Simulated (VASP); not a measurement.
# CaC4O4 (I4_1/amd) in VASP: single point with LDA

Aim: the single point of CaC4O4 with LDA.

Everything below comes from runs of VASP 6.6.1. Logs are shortened: lines on timing, memory, paths and dates and some standing lists are left out, and cuts for length are marked.

### Step 1. The cell of the first run

It takes space group I4_1/amd (No. 141, tetragonal). Conventional cell: a = 6.777 Å, b = 6.777 Å, c = 10.107 Å, α = 90.00°, β = 90.00°, γ = 90.00°. Within 3.1 Å of Ca (site symmetry -4m2) lie 8 O at 2.29 to 2.66 Å and 2 C at 3.02 Å. Within 1.6 Å of C (site symmetry 2mm) lie 2 C at 1.21 to 1.43 Å. C (site symmetry 2mm) has 2 O at 1.25 Å and 1 C at 1.43 Å within 1.7 Å. Within 1.7 Å of O (site symmetry m) lie 1 C at 1.25 Å.

### Step 2. Single point, LDA

Contents of INCAR:

```
SYSTEM = CaC4O4
PREC     = Accurate       ! precision mode
ENCUT    = 520            ! plane-wave cutoff, eV
EDIFF    = 1E-7           ! SCF threshold, eV
ISMEAR   = 0              ! smearing method
SIGMA    = 0.02           ! smearing width, eV
LREAL    = Auto         
LASPH    = .TRUE.         ! aspherical terms in the spheres
NELM     = 80             ! most SCF steps
ALGO     = Normal         ! electronic algorithm
ISIF     = 2              ! what is computed and relaxed
LWAVE    = .FALSE.        ! write WAVECAR
LCHARG   = .FALSE.        ! write CHGCAR
GGA      = CA             ! functional
NBANDS   = 65             ! bands
```

Contents of KPOINTS:

```
regular mesh
0
G
  6 6 6
  0 0 0
```

Contents of POSCAR:

```
CaC4O4
1.0
   -3.3886637609      3.3886637609      5.0537090491
    3.3886637609     -3.3886637609      5.0537090491
    3.3886637609      3.3886637609     -5.0537090491
Ca C O
2 8 8
Direct
    0.5000000000      0.5000000000      0.0000000000
    0.2500000000      0.7500000000      0.5000000000
    0.0598947319      0.0598947319      0.0000000000
    0.8098947319      0.3098947319      0.5000000000
    0.6901052681      0.1901052681      0.5000000000
    0.9401052681      0.9401052681      0.0000000000
    0.2011712003      0.2011712003      0.0000000000
    0.9511712003      0.4511712003      0.5000000000
    0.5488287997      0.0488287997      0.5000000000
    0.7988287997      0.7988287997      0.0000000000
    0.2607189573      0.4228239256      0.1621049683
    0.1728239256      0.5107189573      0.6621049683
    0.8486139890      0.5107189573      0.3378950317
    0.2607189573      0.0986139890      0.8378950317
    0.4892810427      0.8271760744      0.3378950317
    0.5771760744      0.7392810427      0.8378950317
    0.9013860110      0.7392810427      0.1621049683
    0.4892810427      0.1513860110      0.6621049683
```

Potentials or basis: VASP PAW LDA potentials, release 64 (Ca_sv, C, O).

Launch:

```
> cat potpaw_LDA.64/Ca_sv/POTCAR potpaw_LDA.64/C/POTCAR potpaw_LDA.64/O/POTCAR > POTCAR
> mpirun -np 1 vasp_std > vasp.out
```

OUTCAR:

```text
SYSTEM = CaC4O4
   PREC = Accurate
   ENCUT = 520
   EDIFF = 1E-7
   ISMEAR = 0
   LREAL = Auto
   LASPH = .TRUE.
   NELM = 80
   ISIF = 2
   GGA = CA

 ion  position               nearest neighbor table
   1  0.500  0.500  0.000-  12 2.29  13 2.29  15 2.29  18 2.29
   2  0.250  0.750  0.500-  11 2.29  14 2.29  16 2.29  17 2.29
   3  0.060  0.060  0.000-   6 1.21   7 1.43
   4  0.810  0.310  0.500-   5 1.21   8 1.43
   5  0.690  0.190  0.500-   4 1.21   9 1.43
   6  0.940  0.940  0.000-   3 1.21  10 1.43
   7  0.201  0.201  0.000-  11 1.25  14 1.25   3 1.43
   8  0.951  0.451  0.500-  12 1.25  13 1.25   4 1.43
   9  0.549  0.049  0.500-  15 1.25  18 1.25   5 1.43
  10  0.799  0.799  0.000-  16 1.25  17 1.25   6 1.43
  11  0.261  0.423  0.162-   7 1.25   2 2.29
  12  0.173  0.511  0.662-   8 1.25   1 2.29
  13  0.849  0.511  0.338-   8 1.25   1 2.29
  14  0.261  0.099  0.838-   7 1.25   2 2.29
  15  0.489  0.827  0.338-   9 1.25   1 2.29
  16  0.577  0.739  0.838-  10 1.25   2 2.29
  17  0.901  0.739  0.162-  10 1.25   2 2.29
  18  0.489  0.151  0.662-   9 1.25   1 2.29

  LATTYP: Found a body centered tetragonal cell.
 ALAT       =     6.7773275218
 C/A-ratio  =     1.4913574806

  Lattice vectors:

 A1 = (  -3.3886637609,   3.3886637609,   5.0537090491)
 A2 = (   3.3886637609,  -3.3886637609,   5.0537090491)
 A3 = (   3.3886637609,   3.3886637609,  -5.0537090491)

Analysis of symmetry for initial positions (statically):
=====================================================================
 Subroutine PRICEL returns:
 Original cell was already a primitive cell.

 Routine SETGRP: Setting up the symmetry group for a
 body centered tetragonal supercell.

 Subroutine GETGRP returns: Found 16 space group operations
 (whereof  8 operations were pure point group operations)
 out of a pool of 16 trial point group operations.

The static configuration has the point symmetry D_2d.
 The point group associated with its full space group is D_4h.

Analysis of symmetry for dynamics (positions and initial velocities):
=====================================================================
 Subroutine PRICEL returns:
 Original cell was already a primitive cell.

 Routine SETGRP: Setting up the symmetry group for a
 body centered tetragonal supercell.

 Subroutine GETGRP returns: Found 16 space group operations
 (whereof  8 operations were pure point group operations)
 out of a pool of 16 trial point group operations.

The dynamic configuration has the point symmetry D_2d.
 The point group associated with its full space group is D_4h.

 Subroutine INISYM returns: Found 16 space group operations
 (whereof  8 operations are pure point group operations),
 and found     1 'primitive' translations

----------------------------------------------------------------------------------------

                                     Primitive cell

  volume of cell :     232.1278

  direct lattice vectors                    reciprocal lattice vectors
    -3.388663761  3.388663761  5.053709049     0.000000000  0.147550786  0.098937235
     3.388663761 -3.388663761  5.053709049     0.147550786  0.000000000  0.098937235
     3.388663761  3.388663761 -5.053709049     0.147550786  0.147550786  0.000000000

  length of vectors
     6.964629159  6.964629159  6.964629159     0.177650811  0.177650811  0.208668322

  position of ions in fractional coordinates (direct lattice)
     0.500000000  0.500000000  0.000000000
     0.250000000  0.750000000  0.500000000
     0.059894732  0.059894732  0.000000000
     0.809894732  0.309894732  0.500000000
     0.690105268  0.190105268  0.500000000
     0.940105268  0.940105268  0.000000000
[... 10 lines left out ...]
     0.901386011  0.739281043  0.162104968
     0.489281043  0.151386011  0.662104968

  ion indices of the primitive-cell ions
   primitive index   ion index
                 1           1
                 2           2
                 3           3
                 4           4
                 5           5
                 6           6
[... 10 lines left out ...]
                17          17
                18          18

----------------------------------------------------------------------------------------

 KPOINTS: regular mesh

Automatic generation of k-mesh.
 Grid dimensions read from file:
 generate k-points for:    6    6    6

 Generating k-lattice:

  Cartesian coordinates                     Fractional coordinates (reciprocal lattice)
     0.000000000  0.024591798  0.016489539     0.166666667  0.000000000  0.000000000
     0.024591798  0.000000000  0.016489539     0.000000000  0.166666667  0.000000000
     0.024591798  0.024591798  0.000000000     0.000000000  0.000000000  0.166666667

  Length of vectors
     0.029608469  0.029608469  0.034778054

  Shift w.r.t. Gamma in fractional coordinates (k-lattice)
     0.000000000  0.000000000  0.000000000

 Subroutine IBZKPT returns following result:
 ===========================================

 Found     30 irreducible k-points:

 Following reciprocal coordinates:
            Coordinates               Weight
  0.000000  0.000000  0.000000      1.000000
  0.166667  0.000000  0.000000      8.000000
  0.333333  0.000000 -0.000000      8.000000
  0.500000  0.000000 -0.000000      4.000000
  0.166667  0.166667  0.000000      8.000000
  0.333333  0.166667 -0.000000     16.000000
[... 16 lines left out ...]
 -0.333333 -0.333333  0.166667      8.000000
 -0.166667 -0.333333  0.166667      8.000000
 [... further k-points ...]
   k-points           NKPTS =     30   k-points in BZ     NKDIM =     30   number of bands    NBANDS=     65
   number of dos      NEDOS =    301   number of ions     NIONS =     18
   total plane-waves  NPLWV = 157464
   dimension x,y,z NGX =    54 NGY =   54 NGZ =   54
   dimension x,y,z NGXF=   108 NGYF=  108 NGZF=  108
   ions per type =               2   8   8
   NGX,Y,Z   is equivalent  to a cutoff of  12.89, 12.89, 12.89 a.u.
   NGXF,Y,Z  is equivalent  to a cutoff of  25.78, 25.78, 25.78 a.u.
 SYSTEM =  CaC4O4
   PREC   = accura    normal or accurate (medium, high low for compatibility)
   ISTART =      0    job   : 0-new  1-cont  2-samecut
   ICHARG =      2    charge: 1-file 2-atom 10-const
   ISPIN  =      1    spin polarized calculation?
   LNONCOLLINEAR =      F non collinear calculations
   LSORBIT =      F    spin-orbit coupling
   LASPH  =      T    aspherical Exc in radial PAW
   ENCUT  =  520.0 eV  38.22 Ry    6.18 a.u.  12.95 12.95 12.95*2*pi/ulx,y,z
   NELM   =     80;   NELMIN=  2; NELMDL= -5     # of ELM steps
   EDIFF  = 0.1E-06   stopping-criterion for ELM
   LREAL  =      T    real-space projection
   EDIFFG = 0.1E-05   stopping-criterion for IOM
   NSW    =      0    number of steps for IOM
   IBRION =     -1    ionic relax: 0-MD 1-quasi-New 2-CG
   NFREE  =      0    steps in history (QN), initial steepest desc. (CG)
   ISIF   =      2    stress and relaxation
   ISYM   =      2    0-nonsym 1-usesym 2-fastsym
   POTIM  = 0.5000    time-step for ionic-motion
   TEBEG  =    0.0;   TEEND  =   0.0 temperature during run
   PSTRESS=    0.0 pullay stress
   NELECT =     100.0000    total number of electrons
   NUPDOWN=      -1.0000    fix difference up-down
   EMIN   =  10.00;   EMAX   =-10.00  energy-range for DOS
   EFERMI =   0.00;   METHOD = LEGACY
   ISMEAR =     0;   SIGMA  =   0.02  broadening in eV -4-tet -1-fermi 0-gaus
   EFERMI_NEDOS =   21; number of points for ismear=-14 and -15
   IALGO  =     38    algorithm
   IMIX   =      4    mixing-type and parameters
     AMIX     =   0.40;   BMIX     =  1.00
     AMIX_MAG =   1.60;   BMIX_MAG =  1.00
  volume/ion in A,a.u.               =      12.90        87.03
  Fermi-wavevector in a.u.,A,eV,Ry     =   1.236419  2.336494 20.799670  1.528733
  Thomas-Fermi vector in A             =   2.371029
   LORBIT       =      0    0 simple, 1 ext, 2 COOP (PROOUT), +10 PAW based schemes
   GGA     = CA    functional components
   LHFCALC =     F    Hartree Fock is set to
   AEXX    =    0.0000 exact exchange contribution
   IVDW    =     0    specifies the selected vdW correction
   LEPSILON=     F    determine dielectric tensor
   LRPA    =     F    only Hartree local field effects (RPA)
 non-spin polarized calculation
 Gauss-broadening in eV      SIGMA  =   0.02
  energy-cutoff  :      520.00
  volume of cell :      232.13
 maximum number of plane-waves:      6286
 NGX is ok and might be reduce to    54
   NGX = 25   NGY = 25   NGZ = 25

 number of electron     100.0000000 magnetization

 number of electron      99.9999993 magnetization

 Free energy of the ion-electron system (eV)
  ---------------------------------------------------
  ext. energy  EPLUGINS =         0.00000000
  ---------------------------------------------------
  free energy    TOTEN  =      -150.93158839 eV

  energy without entropy =     -150.93158839  energy(sigma->0) =     -150.93158839

 E-fermi :  -0.4587     XC(G=0):  -9.5256

 val. band max:       -0.5426438545   @ k =  -0.1667   0.1667   0.1667
 cond. band min:       3.1145914987   @ k =   0.5000   0.5000   0.5000
 fundamental gap:      3.6572353532
 Fermi energy:        -0.4586922687

 k-point     1 :       0.0000    0.0000    0.0000
  band No.  band energies     occupation
      1     -37.3513      2.00000
      2     -37.3437      2.00000
      3     -21.3320      2.00000
      4     -21.3012      2.00000
      5     -21.2502      2.00000
      6     -21.1853      2.00000
[... 54 lines left out ...]
     61       7.5151      0.00000
     62       7.8294      0.00000

 k-point     2 :       0.1667    0.0000    0.0000
  band No.  band energies     occupation
      1     -37.3510      2.00000
      2     -37.3441      2.00000
      3     -21.3380      2.00000
      4     -21.3091      2.00000
      5     -21.2628      2.00000
      6     -21.1979      2.00000
[... 54 lines left out ...]
     61       7.5336      0.00000
     62       7.6568      0.00000

 k-point     3 :       0.3333    0.0000   -0.0000
  band No.  band energies     occupation
      1     -37.3500      2.00000
      2     -37.3450      2.00000
      3     -21.3567      2.00000
      4     -21.3233      2.00000
      5     -21.2886      2.00000
      6     -21.2124      2.00000
[... 1354 lines left out ...]
     61       7.4656      0.00000
     62       7.5128      0.00000

 k-point    24 :      -0.1667   -0.3333    0.1667
  band No.  band energies     occupation
      1     -37.3501      2.00000
      2     -37.3450      2.00000
      3     -21.3389      2.00000
      4     -21.3118      2.00000
      5     -21.2503      2.00000
      6     -21.2067      2.00000
[... 54 lines left out ...]
     61       7.4218      0.00000
     62       7.5399      0.00000

 [... further k-points ...]

 [bands above 62 left out]

------------------------ aborting loop because EDIFF is reached ----------------------------------------

  FORCE on cell =-STRESS in cart. coord.  units (eV):
  Direction    XX          YY          ZZ          XY          YZ          ZX
  --------------------------------------------------------------------------------------
  -------------------------------------------------------------------------------------
  Total        1.6589735      1.6589735      1.2351062      0.0000000      0.0000000      0.0000000
  in kB       11.4504580     11.4504580      8.5248691      0.0000000      0.0000000      0.0000000
  external PRESSURE =      10.4752617 kB  Pullay stress =       0.0000000 kB

 VOLUME and BASIS-vectors are now :
 -----------------------------------------------------------------------------
  energy-cutoff  :      520.00
  volume of cell :      232.13
      direct lattice vectors                 reciprocal lattice vectors
    -3.388663761  3.388663761  5.053709049     0.000000000  0.147550786  0.098937235
     3.388663761 -3.388663761  5.053709049     0.147550786  0.000000000  0.098937235
     3.388663761  3.388663761 -5.053709049     0.147550786  0.147550786  0.000000000

 POSITION                                       TOTAL-FORCE (eV/Angst)
 -----------------------------------------------------------------------------------
      0.00000      0.00000      5.05371        -0.000000      0.000000     -0.000000
      3.38866      0.00000      2.52685        -0.000000      0.000000     -0.000000
      0.00000      0.00000      0.60538        -0.000000      0.000000      0.057435
      0.00000      3.38866      3.13224        -0.000000      0.000000      0.057435
      0.00000      3.38866      1.92147        -0.000000      0.000000     -0.057435
      0.00000      0.00000      9.50204        -0.000000      0.000000     -0.057435
[... 10 lines left out ...]
     -0.00000      1.09864      7.47222        -0.000000      0.341322     -0.175433
      1.09864      3.38866     -0.10834         0.341322      0.000000     -0.175433
 -----------------------------------------------------------------------------------
    total drift:                                0.000000     -0.000000     -0.000000

  FREE ENERGIE OF THE ION-ELECTRON SYSTEM (eV)
  ---------------------------------------------------
  free  energy   TOTEN  =      -150.9315883898 eV

  energy  without entropy=     -150.9315883898  energy(sigma->0) =     -150.93158839
```

Run time: 8.5 min. Hardware: 1 thread of Intel Xeon 6975P-C (Granite Rapids), shared host; peak memory 0.48 GiB.

What came out:

```yaml
Free_energy: -150.9316 eV
Pressure: 1.0 GPa
Largest_force: 0.384 eV/Å
Band_gap_on_the_k_mesh: 3.66 eV (least direct gap 3.72 eV)
```

Forces in eV/Å, atoms in the order of the input:
```
Ca   0.000  0.000  0.000
Ca   0.000  0.000  0.000
C    0.000  0.000  0.057
C    0.000  0.000  0.057
C    0.000  0.000 -0.057
C    0.000  0.000 -0.057
C    0.000  0.000 -0.374
C    0.000  0.000 -0.374
C    0.000  0.000  0.374
C    0.000  0.000  0.374
O    0.341  0.000  0.175
O    0.000  0.341  0.175
O    0.000 -0.341  0.175
O   -0.341  0.000  0.175
O   -0.341  0.000 -0.175
O    0.000 -0.341 -0.175
O    0.000  0.341 -0.175
O    0.341  0.000 -0.175
```

Levels at points of the mesh, in eV from the valence-band top:
```tsv
k point	band 46	band 47	band 48	band 49	band 50	band 51	band 52	band 53	band 54	band 55
(0.00, 0.00, 0.00)	-0.61	-0.28	-0.28	-0.01	-0.01	4.03	4.03	4.58	4.58	6.23
(0.50, 0.00, 0.00)	-0.57	-0.30	-0.29	-0.21	-0.11	3.83	4.06	4.28	4.49	6.98
(0.50, 0.50, 0.00)	-0.87	-0.33	-0.33	-0.27	-0.27	3.98	3.98	4.30	4.30	6.89
(0.50, 0.50, 0.50)	-0.64	-0.45	-0.45	-0.06	-0.06	3.66	3.66	4.81	4.81	7.18
```

A k mesh can miss the band edges.
